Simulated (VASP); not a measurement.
# AgB (Pm-3m) in VASP: single point with PBE

Aim: the single point of AgB with PBE.

Program: VASP 6.6.1. These are calculated values, not measurements. Logs are shortened: lines on timing, memory, paths and dates and some standing lists are left out, and cuts for length are marked.

## (1) The cell of the first run

The structure is cubic, space group Pm-3m (No. 221). Conventional cell: a = 2.940 Å, b = 2.940 Å, c = 2.940 Å, α = 90.00°, β = 90.00°, γ = 90.00°. Within 3.4 Å of Ag (site symmetry m-3m) lie 8 B at 2.55 Å and 6 Ag at 2.94 Å. Within 3.4 Å of B (site symmetry m-3m) lie 8 Ag at 2.55 Å and 6 B at 2.94 Å.

## (2) Single point, PBE

INCAR reads:

```
SYSTEM = AgB
PREC     = Accurate       ! precision mode
ENCUT    = 500            ! plane-wave cutoff, eV
EDIFF    = 1E-6           ! SCF threshold, eV
ISMEAR   = -1             ! smearing method
SIGMA    = 0.1            ! smearing width, eV
LREAL    = .False.        ! projectors in reciprocal space
LASPH    = .True.         ! aspherical terms in the spheres
NELM     = 120            ! most SCF steps
ALGO     = Normal         ! electronic algorithm
ISIF     = 2              ! what is computed and relaxed
LWAVE    = .False.        ! write WAVECAR
LCHARG   = .False.        ! write CHGCAR
GGA      = PE             ! functional
NBANDS   = 14             ! bands
GGA_COMPAT= .False.
```

KPOINTS reads:

```
Automatic mesh
0
Gamma
  11 11 11
  0 0 0
```

POSCAR reads:

```
AgB
1.0
    2.9400160000      0.0000000000      0.0000000000
    0.0000000000      2.9400160000      0.0000000000
    0.0000000000      0.0000000000      2.9400160000
Ag B
1 1
Direct
    0.0000000000      0.0000000000      0.0000000000
    0.5000000000      0.5000000000      0.5000000000
```

Potentials or basis: VASP PAW PBE potentials, release 64 (Ag, B).

Run with:

```sh
> cat potpaw_PBE.64/Ag/POTCAR potpaw_PBE.64/B/POTCAR > POTCAR
> mpirun -np 1 vasp_std > vasp.out
```

OUTCAR:

```text
SYSTEM = AgB
   PREC = Accurate
   ENCUT = 500
   EDIFF = 1E-6
   ISMEAR = -1
   LREAL = .False.
   LASPH = .True.
   NELM = 120
   ISIF = 2
   GGA = PE

 ion  position               nearest neighbor table
   1  0.000  0.000  0.000-   2 2.55   2 2.55   2 2.55   2 2.55   2 2.55   2 2.55   2 2.55   2 2.55

   2  0.500  0.500  0.500-   1 2.55   1 2.55   1 2.55   1 2.55   1 2.55   1 2.55   1 2.55   1 2.55

  LATTYP: Found a simple cubic cell.
 ALAT       =     2.9400160000

  Lattice vectors:

 A1 = (   2.9400160000,   0.0000000000,   0.0000000000)
 A2 = (   0.0000000000,   2.9400160000,   0.0000000000)
 A3 = (   0.0000000000,   0.0000000000,   2.9400160000)

Analysis of symmetry for initial positions (statically):
=====================================================================
 Subroutine PRICEL returns:
 Original cell was already a primitive cell.

 Routine SETGRP: Setting up the symmetry group for a
 simple cubic supercell.

 Subroutine GETGRP returns: Found 48 space group operations
[... 9 lines left out ...]

 Routine SETGRP: Setting up the symmetry group for a
 simple cubic supercell.

 Subroutine GETGRP returns: Found 48 space group operations
[... 11 lines left out ...]
                                     Primitive cell

  volume of cell :      25.4126

  direct lattice vectors                    reciprocal lattice vectors
     2.940016000  0.000000000  0.000000000     0.340134203  0.000000000  0.000000000
     0.000000000  2.940016000  0.000000000     0.000000000  0.340134203  0.000000000
     0.000000000  0.000000000  2.940016000     0.000000000  0.000000000  0.340134203

  length of vectors
     2.940016000  2.940016000  2.940016000     0.340134203  0.340134203  0.340134203

  position of ions in fractional coordinates (direct lattice)
     0.000000000  0.000000000  0.000000000
     0.500000000  0.500000000  0.500000000

  ion indices of the primitive-cell ions
   primitive index   ion index
                 1           1
                 2           2

----------------------------------------------------------------------------------------

 KPOINTS: Automatic mesh

Automatic generation of k-mesh.
 Grid dimensions read from file:
 generate k-points for:   11   11   11

 Generating k-lattice:

  Cartesian coordinates                     Fractional coordinates (reciprocal lattice)
     0.030921291  0.000000000  0.000000000     0.090909091  0.000000000  0.000000000
     0.000000000  0.030921291  0.000000000     0.000000000  0.090909091  0.000000000
     0.000000000  0.000000000  0.030921291     0.000000000  0.000000000  0.090909091

  Length of vectors
     0.030921291  0.030921291  0.030921291

  Shift w.r.t. Gamma in fractional coordinates (k-lattice)
     0.000000000  0.000000000  0.000000000

 Subroutine IBZKPT returns following result:
 ===========================================

 Found     56 irreducible k-points:

 Following reciprocal coordinates:
            Coordinates               Weight
  0.000000  0.000000  0.000000      1.000000
  0.090909  0.000000  0.000000      6.000000
  0.181818  0.000000  0.000000      6.000000
  0.272727  0.000000  0.000000      6.000000
  0.363636  0.000000  0.000000      6.000000
  0.454545  0.000000  0.000000      6.000000
[... 16 lines left out ...]
  0.181818  0.090909  0.090909     24.000000
  0.272727  0.090909  0.090909     24.000000
 [... further k-points ...]
   k-points           NKPTS =     56   k-points in BZ     NKDIM =     56   number of bands    NBANDS=     14
   number of dos      NEDOS =    301   number of ions     NIONS =      2
   total plane-waves  NPLWV =  13824
   dimension x,y,z NGX =    24 NGY =   24 NGZ =   24
   dimension x,y,z NGXF=    48 NGYF=   48 NGZF=   48
   ions per type =               1   1
   NGX,Y,Z   is equivalent  to a cutoff of  13.57, 13.57, 13.57 a.u.
   NGXF,Y,Z  is equivalent  to a cutoff of  27.14, 27.14, 27.14 a.u.
 SYSTEM =  AgB
   PREC   = accura    normal or accurate (medium, high low for compatibility)
   ISTART =      0    job   : 0-new  1-cont  2-samecut
   ICHARG =      2    charge: 1-file 2-atom 10-const
   ISPIN  =      1    spin polarized calculation?
   LNONCOLLINEAR =      F non collinear calculations
   LSORBIT =      F    spin-orbit coupling
   LASPH  =      T    aspherical Exc in radial PAW
   ENCUT  =  500.0 eV  36.75 Ry    6.06 a.u.   5.36  5.36  5.36*2*pi/ulx,y,z
   NELM   =    120;   NELMIN=  2; NELMDL= -5     # of ELM steps
   EDIFF  = 0.1E-05   stopping-criterion for ELM
   LREAL  =      F    real-space projection
   EDIFFG = 0.1E-04   stopping-criterion for IOM
   NSW    =      0    number of steps for IOM
   IBRION =     -1    ionic relax: 0-MD 1-quasi-New 2-CG
   NFREE  =      0    steps in history (QN), initial steepest desc. (CG)
   ISIF   =      2    stress and relaxation
   ISYM   =      2    0-nonsym 1-usesym 2-fastsym
   POTIM  = 0.5000    time-step for ionic-motion
   TEBEG  =    0.0;   TEEND  =   0.0 temperature during run
   PSTRESS=    0.0 pullay stress
   NELECT =      14.0000    total number of electrons
   NUPDOWN=      -1.0000    fix difference up-down
   EMIN   =  10.00;   EMAX   =-10.00  energy-range for DOS
   EFERMI =   0.00;   METHOD = LEGACY
   ISMEAR =    -1;   SIGMA  =   0.10  broadening in eV -4-tet -1-fermi 0-gaus
   EFERMI_NEDOS =   21; number of points for ismear=-14 and -15
   IALGO  =     38    algorithm
   IMIX   =      4    mixing-type and parameters
     AMIX     =   0.40;   BMIX     =  1.00
     AMIX_MAG =   1.60;   BMIX_MAG =  1.00
  volume/ion in A,a.u.               =      12.71        85.75
  Fermi-wavevector in a.u.,A,eV,Ry     =   1.342047  2.536102 24.505329  1.801091
  Thomas-Fermi vector in A             =   2.470232
   LORBIT       =      0    0 simple, 1 ext, 2 COOP (PROOUT), +10 PAW based schemes
   GGA     = PE    functional components
   LHFCALC =     F    Hartree Fock is set to
   AEXX    =    0.0000 exact exchange contribution
   IVDW    =     0    specifies the selected vdW correction
   LEPSILON=     F    determine dielectric tensor
   LRPA    =     F    only Hartree local field effects (RPA)
 non-spin polarized calculation
  energy-cutoff  :      500.00
  volume of cell :       25.41
 maximum number of plane-waves:       661
 NGX is ok and might be reduce to    24
   NGX = 11   NGY = 11   NGZ = 11

 number of electron      14.0000004 magnetization

 Free energy of the ion-electron system (eV)
  ---------------------------------------------------
  ext. energy  EPLUGINS =         0.00000000
  ---------------------------------------------------
  free energy    TOTEN  =        -6.66016527 eV

  energy without entropy =       -6.63101869  energy(sigma->0) =       -6.64559198

 E-fermi :   8.1342     XC(G=0): -12.0915

 val. band max:        8.1138042411   @ k =   0.4545   0.3636   0.1818
 cond. band min:       8.1594494977   @ k =   0.1818   0.0000   0.0000
 fundamental gap:      0.0456452566
 Fermi energy:         8.1342028184

 k-point     1 :       0.0000    0.0000    0.0000
  band No.  band energies     occupation
      1      -3.1354      2.00000
      2       1.6151      2.00000
      3       1.6151      2.00000
      4       3.6539      2.00000
      5       3.6539      2.00000
      6       3.6539      2.00000
      7      10.0110      0.00000
      8      10.0110      0.00000
      9      10.0110      0.00000
     10      15.9359      0.00000
     11      20.1172      0.00000
     12      20.1172      0.00000
     13      26.9707      0.00000
     14      26.9707      0.00000

 k-point     2 :       0.0909    0.0000    0.0000
  band No.  band energies     occupation
      1      -2.9967      2.00000
      2       1.6373      2.00000
      3       1.6694      2.00000
      4       3.5531      2.00000
      5       3.5531      2.00000
      6       3.6607      2.00000
      7       9.4295      0.00000
      8      10.2089      0.00000
      9      10.2089      0.00000
     10      16.2075      0.00000
     11      20.0300      0.00000
     12      20.4848      0.00000
     13      26.3756      0.00000
     14      26.3756      0.00000

 k-point     3 :       0.1818    0.0000    0.0000
  band No.  band energies     occupation
      1      -2.5886      2.00000
      2       1.6975      2.00000
      3       1.7916      2.00000
      4       3.3028      2.00000
      5       3.3028      2.00000
      6       3.6790      2.00000
      7       8.1594      0.87443
      8      10.7421      0.00000
      9      10.7421      0.00000
     10      16.6665      0.00000
     11      19.7902      0.00000
     12      21.1704      0.00000
     13      24.8811      0.00000
     14      24.8811      0.00000

 k-point     4 :       0.2727    0.0000    0.0000
  band No.  band energies     occupation
      1      -1.9365      2.00000
      2       1.7779      2.00000
      3       1.8433      2.00000
      4       3.0095      2.00000
      5       3.0095      2.00000
      6       3.7032      2.00000
      7       6.8452      1.99999
      8      11.4686      0.00000
      9      11.4686      0.00000
     10      17.0739      0.00000
     11      19.4648      0.00000
     12      21.0630      0.00000
     13      23.1956      0.00000
     14      23.1956      0.00000

 k-point     5 :       0.3636    0.0000    0.0000
  band No.  band energies     occupation
      1      -1.0848      2.00000
      2       1.5847      2.00000
      3       1.8535      2.00000
      4       2.7661      2.00000
      5       2.7661      2.00000
      6       3.7255      2.00000
      7       5.8994      2.00000
      8      12.2027      0.00000
      9      12.2027      0.00000
     10      17.5120      0.00000
     11      19.1570      0.00000
[... 276 lines left out ...]
 k-point    22 :       0.0909    0.0909    0.0909
  band No.  band energies     occupation
      1      -2.7252      2.00000
      2       1.7352      2.00000
      3       1.7352      2.00000
      4       3.3985      2.00000
      5       3.4957      2.00000
      6       3.4957      2.00000
      7       9.7981      0.00000
      8       9.7981      0.00000
      9       9.8093      0.00000
     10      16.7497      0.00000
     11      20.5826      0.00000
     12      20.5826      0.00000
     13      24.8771      0.00000
     14      25.8023      0.00000

 k-point    23 :       0.1818    0.0909    0.0909
  band No.  band energies     occupation
      1      -2.3311      2.00000
      2       1.7965      2.00000
      3       1.8734      2.00000
      4       3.1954      2.00000
      5       3.2289      2.00000
      6       3.5152      2.00000
      7       8.5100      0.04559
      8      10.2410      0.00000
      9      10.3309      0.00000
     10      17.1289      0.00000
     11      20.4726      0.00000
     12      21.2473      0.00000
     13      23.8456      0.00000
     14      23.9638      0.00000

 k-point    24 :       0.2727    0.0909    0.0909
  band No.  band energies     occupation
      1      -1.7076      2.00000
      2       1.8816      2.00000
      3       1.9156      2.00000
      4       2.9150      2.00000
      5       3.0188      2.00000
      6       3.5527      2.00000
      7       7.1410      1.99990
      8      10.8424      0.00000
      9      11.0496      0.00000
     10      17.3036      0.00000
     11      20.3109      0.00000
     12      20.7126      0.00000
     13      22.2176      0.00000
     14      23.5443      0.00000

 [... further k-points ...]
[... 5 lines left out ...]
  --------------------------------------------------------------------------------------
  -------------------------------------------------------------------------------------
  Total       -0.5744199     -0.5744199     -0.5744199      0.0000000     -0.0000000      0.0000000
  in kB      -36.2152086    -36.2152086    -36.2152086      0.0000000     -0.0000000      0.0000000
  external PRESSURE =     -36.2152086 kB  Pullay stress =       0.0000000 kB

 VOLUME and BASIS-vectors are now :
 -----------------------------------------------------------------------------
  energy-cutoff  :      500.00
  volume of cell :       25.41
      direct lattice vectors                 reciprocal lattice vectors
     2.940016000  0.000000000  0.000000000     0.340134203  0.000000000  0.000000000
     0.000000000  2.940016000  0.000000000     0.000000000  0.340134203  0.000000000
     0.000000000  0.000000000  2.940016000     0.000000000  0.000000000  0.340134203

 POSITION                                       TOTAL-FORCE (eV/Angst)
 -----------------------------------------------------------------------------------
      0.00000      0.00000      0.00000         0.000000      0.000000      0.000000
      1.47001      1.47001      1.47001         0.000000      0.000000      0.000000
 -----------------------------------------------------------------------------------
    total drift:                                0.000000      0.000000      0.000000

  FREE ENERGIE OF THE ION-ELECTRON SYSTEM (eV)
  ---------------------------------------------------
  free  energy   TOTEN  =        -6.6601652730 eV

  energy  without entropy=       -6.6310186900  energy(sigma->0) =       -6.64559198
```

Run time: 9.4 s. Hardware: 1 thread of Intel Xeon Platinum 8488C (Sapphire Rapids), shared host; peak memory 0.15 GiB.

Results:

- Free energy: -6.6602 eV
- Pressure: -3.6 GPa
- Band gap on the k mesh: zero (band 7 reaches 10.01 eV, above the bottom of band 8 at 7.31 eV)
